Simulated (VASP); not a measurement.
# Zn12O (a cell with a defect) in VASP: single point with PBEsol

Aim: the single point of Zn12O (a cell with a defect) with PBEsol.

Program: VASP 6.6.1. These are calculated values, not measurements. Logs are shortened: lines on timing, memory, paths and dates and some standing lists are left out, and cuts for length are marked.

## (1) The cell of the first run

The cell holds a defect, 13 atoms: a = 5.320 Å, b = 7.980 Å, c = 4.937 Å, α = 90.00°, β = 90.00°, γ = 120.00°.

## (2) Single point, PBEsol

Contents of INCAR:

```
PREC = Accurate
ENCUT = 520
EDIFF = 1E-7
ISMEAR = 0
SIGMA = 0.15
LREAL = False
LASPH = True
NELM = 80
ALGO = Normal
ISIF = 2
LWAVE = False
LCHARG = True
GGA = PS
LELF = True
LVHAR = True
NBANDS = 87
```

Contents of KPOINTS:

```
regular mesh
0
Gamma
  5 3 4
```

Contents of POSCAR:

```
Zn12O
1.0
    5.3200000000      0.0000000000      0.0000000000
   -3.9900000000      6.9108830000      0.0000000000
    0.0000000000      0.0000000000      4.9369600000
Zn O
12 1
Direct
   -0.0024415132      0.0114202855      0.0196105538
    0.1833308108      0.2158436574      0.4581356219
   -0.0250991575      0.3389483821      0.0525215147
    0.1336507766      0.5112652338      0.5988978028
   -0.0178254230      0.6843464843     -0.0610526946
    0.1779563744      0.8803385414      0.4573409469
    0.4874062932      0.0122155558     -0.0180894644
    0.6561598649      0.2036417516      0.4983852645
    0.4824193202      0.3469078729     -0.0654693026
    0.7206285282      0.5340829446      0.4130689248
    0.4806473177      0.6794507601      0.0142770950
    0.7174152718      0.9187209540      0.5741696083
    0.4959194559      0.6676118662      0.4124618289
```

Potentials or basis: VASP PAW PBE potentials, release 64 (Zn, O).

Launch:

```sh
> cat potpaw_PBE.64/Zn/POTCAR potpaw_PBE.64/O/POTCAR > POTCAR
> mpirun -np 1 vasp_std > vasp.out
```

OUTCAR:

```text
PREC = Accurate
   ENCUT = 520
   EDIFF = 1E-7
   ISMEAR = 0
   LREAL = False
   LASPH = True
   NELM = 80
   ISIF = 2
   GGA = PS

 ion  position               nearest neighbor table
   1  0.998  0.011  0.020-  12 2.55   2 2.59   5 2.60   7 2.61   9 2.66   3 2.68  11 2.70   7 2.72
                             6 2.77  12 3.03
   2  0.183  0.216  0.458-  12 2.49   8 2.57   1 2.59   4 2.59   6 2.66   3 2.70  10 2.72   9 2.74
                             8 2.76   9 2.94
   3  0.975  0.339  0.053-   4 2.54   7 2.62   8 2.66   1 2.68   2 2.70  11 2.71   9 2.72   9 2.73
                             5 2.79   4 2.95
   4  0.134  0.511  0.599-  13 1.93  10 2.47   3 2.54   5 2.55   8 2.55   2 2.59  11 2.63   6 2.92
                             3 2.95
   5  0.982  0.684  0.939-   4 2.55   1 2.60   7 2.66  11 2.67   9 2.68  10 2.68  11 2.70   6 2.75
                             3 2.79  10 2.91   6 2.91
   6  0.178  0.880  0.457-   8 2.57  10 2.62   2 2.66  12 2.68   5 2.75   7 2.76   1 2.77  12 2.79
                             5 2.91   4 2.92   7 2.97
   7  0.487  0.012  0.982-   1 2.61   3 2.62  11 2.64  12 2.65   5 2.66   9 2.69   1 2.72   8 2.73
                             6 2.76   8 2.88   6 2.97
   8  0.656  0.204  0.498-  12 2.48  10 2.52   4 2.55   6 2.57   2 2.57   3 2.66   7 2.73   2 2.76
                             9 2.80   7 2.88
   9  0.482  0.347  0.935-   1 2.66   5 2.68  11 2.69   7 2.69   3 2.72   3 2.73   2 2.74  10 2.74
                             8 2.80  10 2.93   2 2.94
  10  0.721  0.534  0.413-  13 1.96   4 2.47   8 2.52   6 2.62   5 2.68   2 2.72   9 2.74  11 2.89
                             5 2.91   9 2.93
  11  0.481  0.679  0.014-  13 1.97   4 2.63   7 2.64   5 2.67   9 2.69   5 2.70   1 2.70   3 2.71
                            12 2.75  10 2.89
  12  0.717  0.919  0.574-  13 1.92   8 2.48   2 2.49   1 2.55   7 2.65   6 2.68  11 2.75   6 2.79
                             1 3.03
  13  0.496  0.668  0.412-  12 1.92   4 1.93  10 1.96  11 1.97

  LATTYP: Found a simple monoclinic cell.
 ALAT       =     5.3200000000
 B/A-ratio  =     0.9280000000
 C/A-ratio  =     1.3228757068
 COS(beta)  =    -0.1889822292

  Lattice vectors:

 A1 = (   5.3200000000,   0.0000000000,   0.0000000000)
 A2 = (   0.0000000000,   0.0000000000,   4.9369600000)
 A3 = (  -1.3300000000,  -6.9108830000,   0.0000000000)

Analysis of symmetry for initial positions (statically):
=====================================================================
 Subroutine PRICEL returns:
 Original cell was already a primitive cell.

 Routine SETGRP: Setting up the symmetry group for a
 simple monoclinic supercell.

 Subroutine GETGRP returns: Found  1 space group operations
 (whereof  1 operations were pure point group operations)
 out of a pool of  4 trial point group operations.

The static configuration has the point symmetry C_1 .

Analysis of symmetry for dynamics (positions and initial velocities):
=====================================================================
 Subroutine PRICEL returns:
 Original cell was already a primitive cell.

 Routine SETGRP: Setting up the symmetry group for a
 simple monoclinic supercell.

 Subroutine GETGRP returns: Found  1 space group operations
 (whereof  1 operations were pure point group operations)
 out of a pool of  4 trial point group operations.

The dynamic configuration has the point symmetry C_1 .

 Subroutine INISYM returns: Found  1 space group operations
 (whereof  1 operations are pure point group operations),
 and found     1 'primitive' translations

----------------------------------------------------------------------------------------

                                     Primitive cell

  volume of cell :     181.5118

  direct lattice vectors                    reciprocal lattice vectors
     5.320000000  0.000000000  0.000000000     0.187969925  0.108524482  0.000000000
    -3.990000000  6.910883000  0.000000000     0.000000000  0.144699310  0.000000000
     0.000000000  0.000000000  4.936960000     0.000000000  0.000000000  0.202553798

  length of vectors
     5.320000000  7.980000241  4.936960000     0.217048971  0.144699310  0.202553798

  position of ions in fractional coordinates (direct lattice)
[... 39 lines left out ...]

  Cartesian coordinates                     Fractional coordinates (reciprocal lattice)
     0.037593985  0.021704896  0.000000000     0.200000000  0.000000000  0.000000000
     0.000000000  0.048233103  0.000000000     0.000000000  0.333333333  0.000000000
     0.000000000  0.000000000  0.050638450     0.000000000  0.000000000  0.250000000

  Length of vectors
     0.043409794  0.048233103  0.050638450

  Shift w.r.t. Gamma in fractional coordinates (k-lattice)
     0.000000000  0.000000000  0.000000000

 Subroutine IBZKPT returns following result:
 ===========================================

 Found     31 irreducible k-points:

 Following reciprocal coordinates:
            Coordinates               Weight
  0.000000  0.000000  0.000000      1.000000
  0.200000  0.000000  0.000000      2.000000
  0.400000  0.000000  0.000000      2.000000
  0.000000  0.333333  0.000000      2.000000
  0.200000  0.333333  0.000000      2.000000
  0.400000  0.333333  0.000000      2.000000
[... 16 lines left out ...]
  0.200000 -0.333333  0.250000      2.000000
  0.000000  0.000000  0.500000      1.000000
 [... further k-points ...]
   k-points           NKPTS =     31   k-points in BZ     NKDIM =     31   number of bands    NBANDS=     87
   number of dos      NEDOS =    301   number of ions     NIONS =     13
   total plane-waves  NPLWV =  96000
   dimension x,y,z NGX =    40 NGY =   60 NGZ =   40
   dimension x,y,z NGXF=    80 NGYF=  120 NGZF=   80
   ions per type =              12   1
   NGX,Y,Z   is equivalent  to a cutoff of  12.50, 12.50, 13.47 a.u.
   NGXF,Y,Z  is equivalent  to a cutoff of  25.00, 25.00, 26.94 a.u.
 SYSTEM =  unknown system
   PREC   = accura    normal or accurate (medium, high low for compatibility)
   ISTART =      0    job   : 0-new  1-cont  2-samecut
   ICHARG =      2    charge: 1-file 2-atom 10-const
   ISPIN  =      1    spin polarized calculation?
   LNONCOLLINEAR =      F non collinear calculations
   LSORBIT =      F    spin-orbit coupling
   LASPH  =      T    aspherical Exc in radial PAW
   ENCUT  =  520.0 eV  38.22 Ry    6.18 a.u.   9.89 14.84  9.18*2*pi/ulx,y,z
   NELM   =     80;   NELMIN=  2; NELMDL= -5     # of ELM steps
   EDIFF  = 0.1E-06   stopping-criterion for ELM
   LREAL  =      F    real-space projection
   EDIFFG = 0.1E-05   stopping-criterion for IOM
   NSW    =      0    number of steps for IOM
   IBRION =     -1    ionic relax: 0-MD 1-quasi-New 2-CG
   NFREE  =      0    steps in history (QN), initial steepest desc. (CG)
   ISIF   =      2    stress and relaxation
   ISYM   =      2    0-nonsym 1-usesym 2-fastsym
   POTIM  = 0.5000    time-step for ionic-motion
   TEBEG  =    0.0;   TEEND  =   0.0 temperature during run
   PSTRESS=    0.0 pullay stress
   NELECT =     150.0000    total number of electrons
   NUPDOWN=      -1.0000    fix difference up-down
   EMIN   =  10.00;   EMAX   =-10.00  energy-range for DOS
   EFERMI =   0.00;   METHOD = LEGACY
   ISMEAR =     0;   SIGMA  =   0.15  broadening in eV -4-tet -1-fermi 0-gaus
   EFERMI_NEDOS =   21; number of points for ismear=-14 and -15
   IALGO  =     38    algorithm
   IMIX   =      4    mixing-type and parameters
     AMIX     =   0.40;   BMIX     =  1.00
     AMIX_MAG =   1.60;   BMIX_MAG =  1.00
  volume/ion in A,a.u.               =      13.96        94.22
  Fermi-wavevector in a.u.,A,eV,Ry     =   1.536280  2.903148 32.111867  2.360156
  Thomas-Fermi vector in A             =   2.642951
   LORBIT       =      0    0 simple, 1 ext, 2 COOP (PROOUT), +10 PAW based schemes
   GGA     = PS    functional components
   LHFCALC =     F    Hartree Fock is set to
   AEXX    =    0.0000 exact exchange contribution
   IVDW    =     0    specifies the selected vdW correction
   LEPSILON=     F    determine dielectric tensor
   LRPA    =     F    only Hartree local field effects (RPA)
 non-spin polarized calculation
 Gauss-broadening in eV      SIGMA  =   0.15
  energy-cutoff  :      520.00
  volume of cell :      181.51
 maximum number of plane-waves:      4908
   NGX = 19   NGY = 29   NGZ = 19

 number of electron     150.0000021 magnetization

 Free energy of the ion-electron system (eV)
  ---------------------------------------------------
  ext. energy  EPLUGINS =         0.00000000
  ---------------------------------------------------
  free energy    TOTEN  =       -25.84970938 eV

  energy without entropy =      -25.82424407  energy(sigma->0) =      -25.83697672

 E-fermi :   3.2830     XC(G=0): -11.9224

 val. band max:        3.2408410495   @ k =  -0.2000  -0.0000   0.2500
 cond. band min:       3.2992147881   @ k =   0.0000   0.0000   0.0000
 fundamental gap:      0.0583737386
 Fermi energy:         3.2829906757

 k-point     1 :       0.0000    0.0000    0.0000
  band No.  band energies     occupation
      1     -16.3036      2.00000
      2      -7.0506      2.00000
      3      -5.4993      2.00000
      4      -5.3386      2.00000
      5      -5.3250      2.00000
      6      -5.1747      2.00000
[... 2149 lines left out ...]
     86       8.3718      0.00000
     87       9.2091      0.00000

 [... further k-points ...]

------------------------ aborting loop because EDIFF is reached ----------------------------------------

  FORCE on cell =-STRESS in cart. coord.  units (eV):
  Direction    XX          YY          ZZ          XY          YZ          ZX
  --------------------------------------------------------------------------------------
  -------------------------------------------------------------------------------------
  Total        3.0511691      3.1447566     -0.2367480     -0.0635506      0.0104046      0.2243529
  in kB       26.9322151     27.7582982     -2.0897389     -0.5609520      0.0918397      1.9803294
  external PRESSURE =      17.5335914 kB  Pullay stress =       0.0000000 kB

 VOLUME and BASIS-vectors are now :
 -----------------------------------------------------------------------------
  energy-cutoff  :      520.00
  volume of cell :      181.51
      direct lattice vectors                 reciprocal lattice vectors
     5.320000000  0.000000000  0.000000000     0.187969925  0.108524482  0.000000000
    -3.990000000  6.910883000  0.000000000     0.000000000  0.144699310  0.000000000
     0.000000000  0.000000000  4.936960000     0.000000000  0.000000000  0.202553798

 POSITION                                       TOTAL-FORCE (eV/Angst)
 -----------------------------------------------------------------------------------
      5.26144      0.07892      0.09682        -0.004312     -0.021744     -0.002348
      0.11410      1.49167      2.26180         0.010278     -0.000640      0.008252
      3.83407      2.34243      0.25930        -0.008944      0.008547      0.002690
     -1.32893      3.53329      2.95673        -0.035845     -0.013026      0.022104
      2.49463      4.72944      4.63555         0.017415      0.014225     -0.008007
     -2.56582      6.08392      2.25787         0.002092     -0.006826     -0.001330
      2.54426      0.08442      4.84765         0.008006     -0.014860      0.004065
      2.67824      1.40734      2.46051        -0.002305     -0.001653      0.002026
      1.18231      2.39744      4.61374         0.007399     -0.002831     -0.002839
      1.70275      3.69098      2.03930         0.044058     -0.024476      0.014450
     -0.15396      4.69560      0.07049        -0.020570      0.012521     -0.040329
      0.15095      6.34917      2.83465         0.009722      0.053926      0.024271
     -0.02548      4.61379      2.03631        -0.026992     -0.003162     -0.023005
 -----------------------------------------------------------------------------------
    total drift:                                0.000398     -0.000161      0.001546

  FREE ENERGIE OF THE ION-ELECTRON SYSTEM (eV)
  ---------------------------------------------------
  free  energy   TOTEN  =       -25.8497093791 eV

  energy  without entropy=      -25.8242440687  energy(sigma->0) =      -25.83697672
```

Run time: 12 min. Hardware: 1 thread of Intel Xeon Platinum 8259CL at 2.50GHz (Skylake/Cascade Lake), shared host; peak memory 0.51 GiB.

What came out:

* Free energy: -25.8497 eV
* Pressure: 1.8 GPa
* Largest force: 0.060 eV/Å
* Band gap on the k mesh: zero (bands 75 and 76 overlap by 0.84 eV)

Forces on the atoms (eV/Å):
```
Zn  -0.004 -0.022 -0.002
Zn   0.010 -0.001  0.008
Zn  -0.009  0.009  0.003
Zn  -0.036 -0.013  0.022
Zn   0.017  0.014 -0.008
Zn   0.002 -0.007 -0.001
Zn   0.008 -0.015  0.004
Zn  -0.002 -0.002  0.002
Zn   0.007 -0.003 -0.003
Zn   0.044 -0.024  0.014
Zn  -0.021  0.013 -0.040
Zn   0.010  0.054  0.024
O   -0.027 -0.003 -0.023
```

Stress tensor (GPa, compression positive):
```
 2.69 -0.06  0.20
-0.06  2.78  0.01
 0.20  0.01 -0.21
```

Levels at points of the mesh, in eV from the Fermi level:
```csv
k point,band 71,band 72,band 73,band 74,band 75,band 76,band 77,band 78,band 79,band 80
"(0.00, 0.00, 0.00)",-2.62,-1.75,-1.68,-0.54,0.02,0.43,0.50,1.02,1.45,2.22
"(0.00, 0.00, 0.50)",-2.66,-2.41,-2.09,-1.86,-1.47,0.24,0.75,1.71,2.19,2.50
```

Caveat: the PAW data sets were made with another functional, which shifts forces and pressure a little.

The gap in the log of VASP goes by the Fermi energy; the results here count the filled bands.